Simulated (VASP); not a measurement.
# WC (P1) in VASP: single point with PBE

Aim: the single point of WC with PBE.

All numbers are computed with VASP 6.6.1; they aren't measurements. Logs are shortened: lines on timing, memory, paths and dates and some standing lists are left out, and cuts for length are marked.

### Step 1. The cell of the first run

The typed cell holds 16 atoms: a = 5.950 Å, b = 5.153 Å, c = 5.830 Å, α = 90.00°, β = 90.00°, γ = 90.00°.

### Step 2. Single point, PBE

The input, INCAR:

```
SYSTEM = WC
ALGO = Normal
EDIFF = 1E-6
ENCUT = 520
GGA = PE
ISIF = 2
ISMEAR = -1
LASPH = .TRUE.
LCHARG = .TRUE.
LELF = .TRUE.
LREAL = Auto
LVHAR = .TRUE.
LWAVE = .FALSE.
NBANDS = 86
NELM = 100
PREC = Accurate
SIGMA = 0.17
```

The input, KPOINTS:

```
k-points
0
G
  2 2 2
  0 0 0
```

The input, POSCAR:

```
WC
1.0
   -2.9751040000     -5.1530310000      0.0000000000
    4.4626550000     -2.5765150000      0.0000000000
    0.0000000000      0.0000000000      5.8300500000
W C
8 8
Direct
    0.7290997144      0.5362385120      0.0013550484
    0.7256893621      0.5384017639      0.5081431549
    0.4661648780      0.0373519784      0.0026414868
    0.4719857677      0.0425546553      0.5004588297
    0.2109163077      0.5470729758      0.0002058301
    0.2249104726      0.5464083705      0.4943182305
   -0.0333918169      0.0354622689      0.0083875782
   -0.0243750047      0.0465377283      0.5021054708
    0.4737146130      0.7289047081      0.2495347381
    0.4721420038      0.6961487195      0.7394790782
    0.2120542977      0.2070927708      0.2517302596
    0.2081038859      0.2184866864      0.7443675440
   -0.0298721049      0.7125640188      0.2661898268
   -0.0341634429      0.7096583098      0.7633553743
    0.7261806594      0.2126005673      0.2556067272
    0.7210700555      0.2021349189      0.7618802583
```

Potentials or basis: VASP PAW PBE potentials, release 64 (W_sv, C).

Started as:

```
cat potpaw_PBE.64/W_sv/POTCAR potpaw_PBE.64/C/POTCAR > POTCAR
mpirun -np 1 vasp_std > vasp.out
```

OUTCAR:

```text
SYSTEM = WC
   EDIFF = 1E-6
   ENCUT = 520
   GGA = PE
   ISIF = 2
   ISMEAR = -1
   LASPH = .TRUE.
   LREAL = Auto
   NELM = 100
   PREC = Accurate

 ion  position               nearest neighbor table
   1  0.729  0.536  0.001-  14 2.17  16 2.22  15 2.23  13 2.29  10 2.31   9 2.32   5 2.87   2 2.88
                             7 2.94   7 2.94   2 2.95   3 3.01   3 3.02   5 3.08
   2  0.726  0.538  0.508-  10 2.18  13 2.22  15 2.23  14 2.24  16 2.28   9 2.34   1 2.88   8 2.94
                             1 2.95   4 2.97   6 2.97   6 2.98   4 3.01   8 3.01
   3  0.466  0.037  0.003-   9 2.14  16 2.23  11 2.27  15 2.32  10 2.33  12 2.34   4 2.90   4 2.93
                             5 2.95   7 2.97   7 2.98   1 3.01   1 3.02   5 3.03
   4  0.472  0.043  0.500-   9 2.18  15 2.26  10 2.26  16 2.28  11 2.28  12 2.30   3 2.90   3 2.93
                             6 2.95   8 2.95   2 2.97   6 2.98   8 3.00   2 3.01
   5  0.211  0.547  0.000-  14 2.18  12 2.26  13 2.28  11 2.28  10 2.31   9 2.33   1 2.87   6 2.88
                             7 2.91   3 2.95   6 2.95   7 3.01   3 3.03   1 3.08
   6  0.225  0.546  0.494-  13 2.19  10 2.19  12 2.23  11 2.25   9 2.26  14 2.35   5 2.88   4 2.95
                             5 2.95   2 2.97   8 2.97   8 2.97   2 2.98   4 2.98
   7  0.967  0.035  0.008-  14 2.20  11 2.22  16 2.22  15 2.23  13 2.24  12 2.31   8 2.88   5 2.91
                             1 2.94   1 2.94   8 2.95   3 2.97   3 2.98   5 3.01
   8  0.976  0.047  0.502-  12 2.17  11 2.19  13 2.20  15 2.24  16 2.29  14 2.31   7 2.88   2 2.94
                             7 2.95   4 2.95   6 2.97   6 2.97   4 3.00   2 3.01
   9  0.474  0.729  0.250-   3 2.14   4 2.18   6 2.26   1 2.32   5 2.33   2 2.34
  10  0.472  0.696  0.739-   2 2.18   6 2.19   4 2.26   5 2.31   1 2.31   3 2.33
  11  0.212  0.207  0.252-   8 2.19   7 2.22   6 2.25   3 2.27   4 2.28   5 2.28
  12  0.208  0.218  0.744-   8 2.17   6 2.23   5 2.26   4 2.30   7 2.31   3 2.34
  13  0.970  0.713  0.266-   6 2.19   8 2.20   2 2.22   7 2.24   5 2.28   1 2.29
  14  0.966  0.710  0.763-   1 2.17   5 2.18   7 2.20   2 2.24   8 2.31   6 2.35
  15  0.726  0.213  0.256-   7 2.23   1 2.23   2 2.23   8 2.24   4 2.26   3 2.32
  16  0.721  0.202  0.762-   1 2.22   7 2.22   3 2.23   2 2.28   4 2.28   8 2.29

  LATTYP: Found a simple orthorhombic cell.
 ALAT       =     5.1530300983
 B/A-ratio  =     1.1313828735
 C/A-ratio  =     1.1547007564

  Lattice vectors:

 A1 = (   4.4626550000,  -2.5765150000,   0.0000000000)
 A2 = (   0.0000000000,   0.0000000000,   5.8300500000)
 A3 = (  -2.9751040000,  -5.1530310000,   0.0000000000)

Analysis of symmetry for initial positions (statically):
=====================================================================
 Subroutine PRICEL returns:
 Original cell was already a primitive cell.

 Routine SETGRP: Setting up the symmetry group for a
 simple orthorhombic supercell.

 Subroutine GETGRP returns: Found  1 space group operations
 (whereof  1 operations were pure point group operations)
 out of a pool of  8 trial point group operations.
[... 140 lines left out ...]
   EFERMI =   0.00;   METHOD = LEGACY
   ISMEAR =    -1;   SIGMA  =   0.17  broadening in eV -4-tet -1-fermi 0-gaus
   EFERMI_NEDOS =   21; number of points for ismear=-14 and -15
   IALGO  =     38    algorithm
   IMIX   =      4    mixing-type and parameters
     AMIX     =   0.40;   BMIX     =  1.00
     AMIX_MAG =   1.60;   BMIX_MAG =  1.00
  volume/ion in A,a.u.               =      11.17        75.40
  Fermi-wavevector in a.u.,A,eV,Ry     =   1.523257  2.878539 31.569777  2.320313
  Thomas-Fermi vector in A             =   2.631725
   LORBIT       =      0    0 simple, 1 ext, 2 COOP (PROOUT), +10 PAW based schemes
   GGA     = PE    functional components
   LHFCALC =     F    Hartree Fock is set to
   AEXX    =    0.0000 exact exchange contribution
   IVDW    =     0    specifies the selected vdW correction
   LEPSILON=     F    determine dielectric tensor
   LRPA    =     F    only Hartree local field effects (RPA)
 non-spin polarized calculation
  energy-cutoff  :      520.00
  volume of cell :      178.76
 maximum number of plane-waves:      4849
 NGX is ok and might be reduce to    48
   NGX = 23   NGY = 19   NGZ = 21

 number of electron     144.0000005 magnetization

 Free energy of the ion-electron system (eV)
  ---------------------------------------------------
  ext. energy  EPLUGINS =         0.00000000
  ---------------------------------------------------
  free energy    TOTEN  =      -177.88241284 eV

  energy without entropy =     -177.46667893  energy(sigma->0) =     -177.67454588

 E-fermi :  10.4961     XC(G=0): -13.3878

 val. band max:       10.4808090202   @ k =   0.0000   0.0000   0.5000
 cond. band min:      10.5286273867   @ k =   0.5000   0.0000   0.0000
 fundamental gap:      0.0478183665
 Fermi energy:        10.4961370381

 k-point     1 :       0.0000    0.0000    0.0000
  band No.  band energies     occupation
      1     -64.1161      2.00000
      2     -64.0866      2.00000
      3     -64.0731      2.00000
      4     -64.0620      2.00000
      5     -64.0414      2.00000
      6     -64.0329      2.00000
[... 685 lines left out ...]
     83      13.7706      0.00000
     84      13.8547      0.00000
 [bands above 84 left out]

------------------------ aborting loop because EDIFF is reached ----------------------------------------

  FORCE on cell =-STRESS in cart. coord.  units (eV):
  Direction    XX          YY          ZZ          XY          YZ          ZX
  --------------------------------------------------------------------------------------
  -------------------------------------------------------------------------------------
  Total      -15.9077392    -16.3967468    -25.6662682     -1.2424889     -0.2900412     -0.1970372
  in kB     -142.5778156   -146.9606910   -230.0415165    -11.1361741     -2.5995801     -1.7660045
  external PRESSURE =    -173.1933410 kB  Pullay stress =       0.0000000 kB

 VOLUME and BASIS-vectors are now :
 -----------------------------------------------------------------------------
  energy-cutoff  :      520.00
  volume of cell :      178.76
      direct lattice vectors                 reciprocal lattice vectors
    -2.975104000 -5.153031000  0.000000000    -0.084030678 -0.145545407  0.000000000
     4.462655000 -2.576515000  0.000000000     0.168061388 -0.097030293  0.000000000
     0.000000000  0.000000000  5.830050000     0.000000000  0.000000000  0.171525116

 POSITION                                       TOTAL-FORCE (eV/Angst)
 -----------------------------------------------------------------------------------
      0.22390     -5.13870      0.00790         1.185725      1.007695      0.624408
      0.24370     -5.12670      2.96250         0.665715      0.086094     -0.758550
     -1.22020     -2.49840      0.01540         0.588438     -0.576696     -0.525245
     -1.21430     -2.54180      2.91770         0.286332     -0.083452      0.404840
      1.81390     -2.49640      0.00120        -1.250094     -0.879752      0.083508
      1.76930     -2.56680      2.88190        -0.104349      0.450327      0.902376
[... 8 lines left out ...]
     -1.21170     -4.28980      1.49020        -0.006734      0.488238      0.020825
     -1.24320     -4.23650      4.44180         0.085819      0.065886     -0.520095
 -----------------------------------------------------------------------------------
    total drift:                               -0.002946     -0.008493      0.007479

  FREE ENERGIE OF THE ION-ELECTRON SYSTEM (eV)
  ---------------------------------------------------
  free  energy   TOTEN  =      -177.8824128386 eV

  energy  without entropy=     -177.4666789252  energy(sigma->0) =     -177.67454588
```

It took 2.8 min on 1 thread of AMD EPYC 9R45 (Zen 5), shared host; peak memory 0.3 GiB.

What came out:

- Free energy: -177.8824 eV
- Pressure: -17.3 GPa
- Largest force: 1.677 eV/Å
- Band gap on the k mesh: zero (band 72 reaches 10.57 eV, above the bottom of band 73 at 10.25 eV)

Forces on the atoms (eV/Å):
```
W    1.186  1.008  0.624
W    0.666  0.086 -0.759
W    0.588 -0.577 -0.525
W    0.286 -0.083  0.405
W   -1.250 -0.880  0.084
W   -0.104  0.450  0.902
W    0.646 -0.724 -0.744
W    0.128  0.980  0.479
C   -1.339  0.828  0.044
C    0.825 -0.256  1.057
C   -0.063 -0.906 -0.120
C   -1.015 -0.426  0.709
C   -0.263  0.169 -0.828
C   -0.369 -0.222 -0.829
C   -0.007  0.488  0.021
C    0.086  0.066 -0.520
```

Stress tensor (GPa, compression positive):
```
-14.26  -1.11  -0.18
 -1.11 -14.70  -0.26
 -0.18  -0.26 -23.00
```

Levels at points of the mesh, in eV from the Fermi level:
| k point | band 69 | band 70 | band 71 | band 72 | band 73 | band 74 | band 75 | band 76 |
| --- | --- | --- | --- | --- | --- | --- | --- | --- |
| (0.00, 0.00, 0.00) | -0.86 | -0.74 | -0.69 | -0.45 | -0.24 | 0.58 | 0.67 | 1.51 |
| (0.50, 0.00, 0.00) | -1.13 | -1.02 | -0.07 | 0.03 | 0.24 | 0.37 | 0.43 | 0.63 |
| (0.00, 0.50, 0.00) | -0.87 | -0.81 | -0.31 | -0.22 | 0.79 | 0.85 | 1.59 | 1.65 |
| (0.50, 0.50, 0.00) | -1.89 | -1.79 | -1.66 | -1.51 | 1.31 | 1.46 | 1.48 | 1.53 |
| (0.00, 0.00, 0.50) | -1.39 | -1.36 | -0.02 | 0.08 | 0.20 | 0.27 | 0.42 | 0.54 |
| (0.50, 0.00, 0.50) | -1.34 | -1.24 | -1.21 | -1.17 | 0.12 | 0.30 | 0.31 | 0.48 |
| (0.00, 0.50, 0.50) | -1.45 | -1.35 | -1.30 | -1.26 | 0.64 | 0.66 | 0.75 | 0.82 |
| (0.50, 0.50, 0.50) | -1.85 | -1.78 | -1.71 | -1.55 | 1.05 | 1.18 | 1.30 | 1.39 |

Caveat: the k points lie up to 0.61 Å⁻¹ apart; spin-orbit coupling is left out, which moves the levels of the heavy elements; forces of over 1 eV/Å act on the atoms, so gaps and moduli don't describe the material at rest.
